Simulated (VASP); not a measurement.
# CdSe (P6_3mc) in VASP: notebook

Runs on CdSe. Level: r2SCAN. Tasks: single point.

Program: VASP 6.6.1. These are calculated values, not measurements. Logs are shortened: lines on timing, memory, paths and dates and some standing lists are left out, and cuts for length are marked.

### 1 The cell of the first run

It takes space group P6_3mc (No. 186, hexagonal). The conventional cell has a = 4.191 Å, b = 4.191 Å, c = 6.664 Å, α = 90.00°, β = 90.00°, γ = 120.00°. Within 3.3 Å of Cd (site symmetry 3m) lie 4 Se at 2.50 to 2.56 Å. Within 3.3 Å of Se (site symmetry 3m) lie 4 Cd at 2.50 to 2.56 Å.

### 2 Single point, r2SCAN (strain -0.025 along x and y, -0.050 along z)

Contents of POSCAR:

```
CdSe
1.0
    4.1910374164      0.0000000000      0.0000000000
   -2.0955187082      3.6295448708      0.0000000000
    0.0000000000      0.0000000000      6.6644400000
Cd Se
2 2
Direct
    0.6666666667      0.3333333333      0.0000000000
    0.3333333333      0.6666666667      0.5000000000
    0.6666666667      0.3333333333      0.3750000000
    0.3333333333      0.6666666667      0.8750000000
```

Contents of INCAR.step1:

```
SYSTEM = CdSe
PREC = Accurate
ENCUT = 520
ISMEAR = 0
SIGMA = 0.05
LREAL = .FALSE.
LASPH = .TRUE.
NELM = 100
NBANDS = 26
GGA = PE
ALGO = Normal
EDIFF = 1E-4
LWAVE = .TRUE.
LCHARG = .FALSE.
```

Contents of INCAR.step2:

```
SYSTEM = CdSe
PREC = Accurate
ENCUT = 520
EDIFF = 1E-7
ISMEAR = 0
SIGMA = 0.05
LREAL = .FALSE.
LASPH = .TRUE.
NELM = 100
ALGO = Normal
ISIF = 2
LWAVE = .FALSE.
LCHARG = .TRUE.
METAGGA = R2SCAN
LMIXTAU = .TRUE.
LELF = .TRUE.
LVHAR = .TRUE.
NBANDS = 26
ISTART = 1
```

Contents of KPOINTS:

```
regular mesh
0
G
  6 6 4
  0 0 0
```

Potentials or basis: VASP PAW PBE potentials, release 64 (Cd, Se).

The run is started by

```sh
$ cat potpaw_PBE.64/Cd/POTCAR potpaw_PBE.64/Se/POTCAR > POTCAR
$ cp INCAR.step1 INCAR
$ mpirun -np 1 vasp_std > vasp.out
$ cp INCAR.step2 INCAR
$ mpirun -np 1 vasp_std > vasp.out
```

OUTCAR:

```text
SYSTEM = CdSe
   PREC = Accurate
   ENCUT = 520
   EDIFF = 1E-7
   ISMEAR = 0
   LREAL = .FALSE.
   LASPH = .TRUE.
   NELM = 100
   ISIF = 2
   METAGGA = R2SCAN
   ISTART = 1

 ion  position               nearest neighbor table
   1  0.667  0.333  0.000-   3 2.50   4 2.56   4 2.56   4 2.56
   2  0.333  0.667  0.500-   4 2.50   3 2.56   3 2.56   3 2.56
   3  0.667  0.333  0.375-   1 2.50   2 2.56   2 2.56   2 2.56
   4  0.333  0.667  0.875-   2 2.50   1 2.56   1 2.56   1 2.56

  LATTYP: Found a hexagonal cell.
 ALAT       =     4.1910374164
 C/A-ratio  =     1.5901647582

  Lattice vectors:

 A1 = (   4.1910374164,   0.0000000000,   0.0000000000)
 A2 = (  -2.0955187082,   3.6295448708,   0.0000000000)
 A3 = (   0.0000000000,   0.0000000000,   6.6644400000)

Analysis of symmetry for initial positions (statically):
=====================================================================
 Subroutine PRICEL returns:
 Original cell was already a primitive cell.

 Routine SETGRP: Setting up the symmetry group for a
 hexagonal supercell.

 Subroutine GETGRP returns: Found 12 space group operations
 (whereof  6 operations were pure point group operations)
 out of a pool of 24 trial point group operations.

The static configuration has the point symmetry C_3v.
 The point group associated with its full space group is C_6v.

Analysis of symmetry for dynamics (positions and initial velocities):
=====================================================================
 Subroutine PRICEL returns:
 Original cell was already a primitive cell.

 Routine SETGRP: Setting up the symmetry group for a
 hexagonal supercell.

 Subroutine GETGRP returns: Found 12 space group operations
 (whereof  6 operations were pure point group operations)
 out of a pool of 24 trial point group operations.

The dynamic configuration has the point symmetry C_3v.
 The point group associated with its full space group is C_6v.

 Subroutine INISYM returns: Found 12 space group operations
 (whereof  6 operations are pure point group operations),
 and found     1 'primitive' translations

----------------------------------------------------------------------------------------

                                     Primitive cell

  volume of cell :     101.3765

  direct lattice vectors                    reciprocal lattice vectors
     4.191037416  0.000000000  0.000000000     0.238604408  0.137758319  0.000000000
    -2.095518708  3.629544871  0.000000000     0.000000000  0.275516638  0.000000000
     0.000000000  0.000000000  6.664440000     0.000000000  0.000000000  0.150050117

  length of vectors
     4.191037416  4.191037416  6.664440000     0.275516638  0.275516638  0.150050117

  position of ions in fractional coordinates (direct lattice)
     0.666666667  0.333333333  0.000000000
     0.333333333  0.666666667  0.500000000
     0.666666667  0.333333333  0.375000000
     0.333333333  0.666666667  0.875000000

  ion indices of the primitive-cell ions
   primitive index   ion index
                 1           1
                 2           2
                 3           3
                 4           4

----------------------------------------------------------------------------------------

 KPOINTS: regular mesh

Automatic generation of k-mesh.
 Grid dimensions read from file:
 generate k-points for:    6    6    4

 Generating k-lattice:

  Cartesian coordinates                     Fractional coordinates (reciprocal lattice)
     0.039767401  0.022959720  0.000000000     0.166666667  0.000000000  0.000000000
     0.000000000  0.045919440  0.000000000     0.000000000  0.166666667  0.000000000
     0.000000000  0.000000000  0.037512529     0.000000000  0.000000000  0.250000000

  Length of vectors
     0.045919440  0.045919440  0.037512529

  Shift w.r.t. Gamma in fractional coordinates (k-lattice)
     0.000000000  0.000000000  0.000000000

 Subroutine IBZKPT returns following result:
 ===========================================

 Found     21 irreducible k-points:

 Following reciprocal coordinates:
            Coordinates               Weight
  0.000000  0.000000  0.000000      1.000000
  0.166667  0.000000  0.000000      6.000000
  0.333333  0.000000  0.000000      6.000000
  0.500000  0.000000  0.000000      3.000000
  0.166667  0.166667  0.000000      6.000000
  0.333333  0.166667  0.000000     12.000000
[... 13 lines left out ...]
  0.333333  0.166667  0.500000     12.000000
  0.333333  0.333333  0.500000      2.000000
   k-points           NKPTS =     21   k-points in BZ     NKDIM =     21   number of bands    NBANDS=     26
   number of dos      NEDOS =    301   number of ions     NIONS =      4
   total plane-waves  NPLWV =  51200
   dimension x,y,z NGX =    32 NGY =   32 NGZ =   50
   dimension x,y,z NGXF=    64 NGYF=   64 NGZF=  100
   ions per type =               2   2
   NGX,Y,Z   is equivalent  to a cutoff of  12.69, 12.69, 12.47 a.u.
   NGXF,Y,Z  is equivalent  to a cutoff of  25.39, 25.39, 24.95 a.u.
 SYSTEM =  CdSe
   PREC   = accura    normal or accurate (medium, high low for compatibility)
   ISTART =      1    job   : 0-new  1-cont  2-samecut
   ICHARG =      0    charge: 1-file 2-atom 10-const
   ISPIN  =      1    spin polarized calculation?
   LNONCOLLINEAR =      F non collinear calculations
   LSORBIT =      F    spin-orbit coupling
   LASPH  =      T    aspherical Exc in radial PAW
   ENCUT  =  520.0 eV  38.22 Ry    6.18 a.u.   7.79  7.79 12.39*2*pi/ulx,y,z
   NELM   =    100;   NELMIN=  2; NELMDL=  0     # of ELM steps
   EDIFF  = 0.1E-06   stopping-criterion for ELM
   LREAL  =      F    real-space projection
   EDIFFG = 0.1E-05   stopping-criterion for IOM
   NSW    =      0    number of steps for IOM
   IBRION =     -1    ionic relax: 0-MD 1-quasi-New 2-CG
   NFREE  =      0    steps in history (QN), initial steepest desc. (CG)
   ISIF   =      2    stress and relaxation
   ISYM   =      2    0-nonsym 1-usesym 2-fastsym
   POTIM  = 0.5000    time-step for ionic-motion
   TEBEG  =    0.0;   TEEND  =   0.0 temperature during run
   PSTRESS=    0.0 pullay stress
   NELECT =      36.0000    total number of electrons
   NUPDOWN=      -1.0000    fix difference up-down
   EMIN   =  10.00;   EMAX   =-10.00  energy-range for DOS
   EFERMI =   0.00;   METHOD = LEGACY
   ISMEAR =     0;   SIGMA  =   0.05  broadening in eV -4-tet -1-fermi 0-gaus
   EFERMI_NEDOS =   21; number of points for ismear=-14 and -15
   IALGO  =     38    algorithm
   IMIX   =      4    mixing-type and parameters
     AMIX     =   0.40;   BMIX     =  1.00
     AMIX_MAG =   1.60;   BMIX_MAG =  1.00
  volume/ion in A,a.u.               =      25.34       171.03
  Fermi-wavevector in a.u.,A,eV,Ry     =   1.159302  2.190763 18.285970  1.343981
  Thomas-Fermi vector in A             =   2.295896
   LORBIT       =      0    0 simple, 1 ext, 2 COOP (PROOUT), +10 PAW based schemes
   METAGGA = R2SCAN    functional components
   LHFCALC =     F    Hartree Fock is set to
   AEXX    =    0.0000 exact exchange contribution
   IVDW    =     0    specifies the selected vdW correction
   LEPSILON=     F    determine dielectric tensor
   LRPA    =     F    only Hartree local field effects (RPA)
 non-spin polarized calculation
 Gauss-broadening in eV      SIGMA  =   0.05
  energy-cutoff  :      520.00
  volume of cell :      101.38
 maximum number of plane-waves:      2772
 NGX is ok and might be reduce to    32
   NGX = 15   NGY = 15   NGZ = 25

 number of electron      36.0000012 magnetization

 Free energy of the ion-electron system (eV)
  ---------------------------------------------------
  ext. energy  EPLUGINS =         0.00000000
  ---------------------------------------------------
  free energy    TOTEN  =       -71.42384757 eV

  energy without entropy =      -71.42384757  energy(sigma->0) =      -71.42384757

 E-fermi :   1.7581     XC(G=0):  -9.9320

 val. band max:        1.5320362555   @ k =   0.0000   0.0000   0.0000
 cond. band min:       2.9618495714   @ k =   0.0000   0.0000   0.0000
 fundamental gap:      1.4298133159
 Fermi energy:         1.7580738884

 k-point     1 :       0.0000    0.0000    0.0000
  band No.  band energies     occupation
      1     -12.1596      2.00000
      2     -11.6436      2.00000
      3      -7.0579      2.00000
      4      -7.0060      2.00000
      5      -7.0060      2.00000
      6      -6.8953      2.00000
[... 18 lines left out ...]
     25       9.1798      0.00000
     26      10.2468      0.00000

 k-point     2 :       0.1667    0.0000    0.0000
  band No.  band energies     occupation
      1     -12.0564      2.00000
      2     -11.6026      2.00000
      3      -7.0206      2.00000
      4      -6.9704      2.00000
      5      -6.9355      2.00000
      6      -6.8513      2.00000
[... 18 lines left out ...]
     25       9.4531      0.00000
     26       9.9098      0.00000

 k-point     3 :       0.3333    0.0000    0.0000
  band No.  band energies     occupation
      1     -11.8294      2.00000
      2     -11.5367      2.00000
      3      -6.9560      2.00000
      4      -6.9155      2.00000
      5      -6.7925      2.00000
      6      -6.7298      2.00000
[... 18 lines left out ...]
     25      10.1772      0.00000
     26      10.8997      0.00000

 k-point     4 :       0.5000    0.0000    0.0000
  band No.  band energies     occupation
      1     -11.6912      2.00000
      2     -11.5265      2.00000
      3      -6.9341      2.00000
      4      -6.8980      2.00000
      5      -6.6997      2.00000
      6      -6.6949      2.00000
[... 18 lines left out ...]
     25      10.4100      0.00000
     26      12.2618      0.00000
[... 409 lines left out ...]
      1     -11.7099      2.00000
      2     -11.7099      2.00000
      3      -6.8940      2.00000
      4      -6.8940      2.00000
      5      -6.8474      2.00000
      6      -6.8474      2.00000
[... 18 lines left out ...]
     25       9.6912      0.00000
     26       9.6912      0.00000

 k-point    20 :       0.3333    0.1667    0.5000
  band No.  band energies     occupation
      1     -11.5964      2.00000
      2     -11.5964      2.00000
      3      -6.8745      2.00000
      4      -6.8745      2.00000
      5      -6.7941      2.00000
      6      -6.7941      2.00000
[... 18 lines left out ...]
     25      10.2552      0.00000
     26      10.2552      0.00000

 k-point    21 :       0.3333    0.3333    0.5000
  band No.  band energies     occupation
      1     -11.5596      2.00000
      2     -11.5596      2.00000
      3      -6.8489      2.00000
      4      -6.8489      2.00000
      5      -6.7915      2.00000
      6      -6.7915      2.00000
[... 18 lines left out ...]
     25      10.9375      0.00000
     26      10.9375      0.00000

------------------------ aborting loop because EDIFF is reached ----------------------------------------

  FORCE on cell =-STRESS in cart. coord.  units (eV):
  Direction    XX          YY          ZZ          XY          YZ          ZX
  --------------------------------------------------------------------------------------
  -------------------------------------------------------------------------------------
  Total        5.1412791      5.1412791      7.8724905      0.0000000      0.0000000      0.0000000
  in kB       81.2539338     81.2539338    124.4186132      0.0000000      0.0000000      0.0000000
  external PRESSURE =      95.6421603 kB  Pullay stress =       0.0000000 kB

 VOLUME and BASIS-vectors are now :
 -----------------------------------------------------------------------------
  energy-cutoff  :      520.00
  volume of cell :      101.38
      direct lattice vectors                 reciprocal lattice vectors
     4.191037416  0.000000000  0.000000000     0.238604408  0.137758319  0.000000000
    -2.095518708  3.629544871  0.000000000     0.000000000  0.275516638  0.000000000
     0.000000000  0.000000000  6.664440000     0.000000000  0.000000000  0.150050117

 POSITION                                       TOTAL-FORCE (eV/Angst)
 -----------------------------------------------------------------------------------
      2.09552      1.20985      0.00000         0.000000     -0.000000     -0.390698
     -0.00000      2.41970      3.33222        -0.000000      0.000000     -0.390698
      2.09552      1.20985      2.49917        -0.000000      0.000000      0.390698
     -0.00000      2.41970      5.83139        -0.000000     -0.000000      0.390698
 -----------------------------------------------------------------------------------
    total drift:                                0.000000      0.000000     -0.001096

  FREE ENERGIE OF THE ION-ELECTRON SYSTEM (eV)
  ---------------------------------------------------
  free  energy   TOTEN  =       -71.4238475728 eV

  energy  without entropy=      -71.4238475728  energy(sigma->0) =      -71.42384757
```

It took 2.8 min on 1 thread of Intel Xeon Platinum 8259CL at 2.50GHz (Skylake/Cascade Lake), shared host; peak memory 0.25 GiB.

Results:

```yaml
Free_energy: -71.4238 eV
Pressure: 9.6 GPa
Largest_force: 0.391 eV/Å
Band_gap_on_the_k_mesh: 1.43 eV, direct
```

Forces on the atoms (eV/Å):
```
Cd   0.000  0.000 -0.391
Cd   0.000  0.000 -0.391
Se   0.000  0.000  0.391
Se   0.000  0.000  0.391
```

Levels at points of the mesh, in eV from the valence-band top:
| k point | band 16 | band 17 | band 18 | band 19 | band 20 | band 21 |
| --- | --- | --- | --- | --- | --- | --- |
| (0.00, 0.00, 0.00) | -0.02 | -0.02 | 0.00 | 1.43 | 2.66 | 6.25 |
| (0.50, 0.00, 0.00) | -2.35 | -1.64 | -0.89 | 3.57 | 3.94 | 5.14 |
| (0.00, 0.00, 0.50) | -0.55 | -0.55 | -0.55 | 3.01 | 3.01 | 6.61 |
| (0.50, 0.00, 0.50) | -1.68 | -1.57 | -1.57 | 3.40 | 3.40 | 5.36 |

Caveat: the cell differs from its parent crystal (strain -0.025 along x and y, -0.050 along z); the PAW data sets were made with another functional, which shifts forces and pressure a little.

### 3 Single point, r2SCAN (strain -0.050 along x and y, +0.025 along z)

Contents of POSCAR:

```
CdSe
1.0
    4.0835749185      0.0000000000      0.0000000000
   -2.0417874593      3.5364796177      0.0000000000
    0.0000000000      0.0000000000      7.1905800000
Cd Se
2 2
Direct
    0.6666666667      0.3333333333      0.0000000000
    0.3333333333      0.6666666667      0.5000000000
    0.6666666667      0.3333333333      0.3750000000
    0.3333333333      0.6666666667      0.8750000000
```

Contents of INCAR.step1:

```
SYSTEM = CdSe
  ALGO = Normal
  EDIFF = 1E-4
  ENCUT = 520
  GGA = PE
  ISMEAR = 0
  LASPH = .TRUE.
  LCHARG = .FALSE.
  LREAL = .FALSE.
  LWAVE = .TRUE.
  NBANDS = 26
  NELM = 100
  PREC = Accurate
  SIGMA = 0.05
```

Contents of INCAR.step2:

```
SYSTEM = CdSe
  ALGO = Normal
  EDIFF = 1E-6
  ENCUT = 520
  ISIF = 2
  ISMEAR = 0
  ISTART = 1
  LASPH = .TRUE.
  LCHARG = .TRUE.
  LELF = .TRUE.
  LMIXTAU = .TRUE.
  LREAL = .FALSE.
  LVHAR = .TRUE.
  LWAVE = .FALSE.
  METAGGA = R2SCAN
  NBANDS = 26
  NELM = 100
  PREC = Accurate
  SIGMA = 0.05
```

Contents of KPOINTS:

```
k-points
0
G
  6 6 4
  0 0 0
```

Potentials or basis: VASP PAW PBE potentials, release 64 (Cd, Se).

The run is started by

```sh
$ cat potpaw_PBE.64/Cd/POTCAR potpaw_PBE.64/Se/POTCAR > POTCAR
$ cp INCAR.step1 INCAR
$ mpirun -np 1 vasp_std > vasp.out
$ cp INCAR.step2 INCAR
$ mpirun -np 1 vasp_std > vasp.out
```

It took 3 min on 1 thread of Intel Xeon Platinum 8259CL at 2.50GHz (Skylake/Cascade Lake), shared host; peak memory 0.24 GiB.

The run converged. Its results:

- Free energy: -71.4302 eV
- Pressure: 7.9 GPa
- Largest force: 0.742 eV/Å
- Band gap on the k mesh: 1.16 eV, direct

Forces in eV/Å, atoms in the order of the input:
```
Cd   0.000  0.000  0.742
Cd   0.000  0.000  0.742
Se   0.000  0.000 -0.742
Se   0.000  0.000 -0.742
```

Stress tensor (GPa, compression positive):
```
10.89  0.00  0.00
 0.00 10.89  0.00
 0.00  0.00  1.99
```

Levels at points of the mesh, in eV from the valence-band top:
```
           k point  band 16  band 17  band 18  band 19  band 20  band 21
(0.00, 0.00, 0.00)    -0.41     0.00     0.00     1.16     3.10     5.93
(0.50, 0.00, 0.00)    -2.07    -1.70    -1.03     3.56     3.87     4.68
(0.00, 0.00, 0.50)    -0.37    -0.37    -0.37     3.06     3.06     6.04
(0.50, 0.00, 0.50)    -1.88    -1.58    -1.58     3.11     3.11     5.11
```

Caveat: the cell differs from its parent crystal (strain -0.050 along x and y, +0.025 along z); the PAW data sets were made with another functional, which shifts forces and pressure a little.
